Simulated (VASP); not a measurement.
Wanted: the native input for a VASP 6.6.1 run.

| Property | Result |
| --- | --- |
| Task | single point |
| Functional | PBE |
| Potentials or basis | VASP PAW PBE potentials, release 64 (Tc_pv, H) |
| Cutoff | 520 eV |
| k mesh | 3 × 2 × 3 |
| Occupations | fermi-dirac, width 0.05 eV |
| Spin | no spin polarisation |
| Dipole correction | no |
| Further INCAR settings | ALGO = Normal; EDIFF = 1e-06; NBANDS = 90 |

The structure of Tc12H (a cell with a defect) lies in POSCAR:

```
Tc12H
1.0
    5.4800000000      0.0000000000      0.0000000000
   -4.1100000000      7.1187290000      0.0000000000
    0.0000000000      0.0000000000      4.3949600000
Tc H
12 1
Direct
   -0.0175173976     -0.0022616397     -0.0291015163
    0.1757000817      0.2472351455      0.5225075996
    0.0132891507      0.3343855343     -0.0172925351
    0.1810660356      0.5601561739      0.5298796804
    0.0138909481      0.6928764952     -0.0195678686
    0.1754825087      0.9011299629      0.4673990207
    0.4936366131     -0.0057594551      0.0029351803
    0.6374223847      0.2003588000      0.4783206218
    0.4931789560      0.3166716980      0.0201594554
    0.6788803733      0.5549305220      0.5269217467
    0.5097895714      0.6490624942      0.0411607842
    0.6819032823      0.8787664202      0.5135427854
    0.8610662096      0.4795238026      0.2369077307
```

One way to write it, as run:

INCAR

```
SYSTEM = Tc12H
PREC = Accurate ; ENCUT = 520
EDIFF = 1E-6 ; ISMEAR = -1
SIGMA = 0.05 ; LREAL = .False.
LASPH = .True. ; NELM = 80
ALGO = Normal ; ISIF = 2
LWAVE = .False. ; LCHARG = .False.
GGA = PE ; NBANDS = 90
```

KPOINTS

```
regular mesh
0
Gamma
  3 2 3
  0 0 0
```

Potentials or basis: VASP PAW PBE potentials, release 64 (Tc_pv, H).

Launch:

```bash
$ cat potpaw_PBE.64/Tc_pv/POTCAR potpaw_PBE.64/H/POTCAR > POTCAR
$ mpirun -np 1 vasp_std > vasp.out
```

It gave:

```json
{"Pressure": "11.4 GPa", "Largest force": "2.516 eV/Å", "Band gap on the k mesh": "zero (an odd number of electrons rules out a gap without spin polarisation)"}
```

Caveat: the k points lie up to 0.48 Å⁻¹ apart, too coarse for converged energies and pressures of a metal; the atoms stand as in a frame of molecular dynamics.

It took 3.7 min on 1 thread of Intel(R) Xeon(R) Platinum 8559C (Emerald Rapids), on a shared host, peak memory 0.34 GiB.
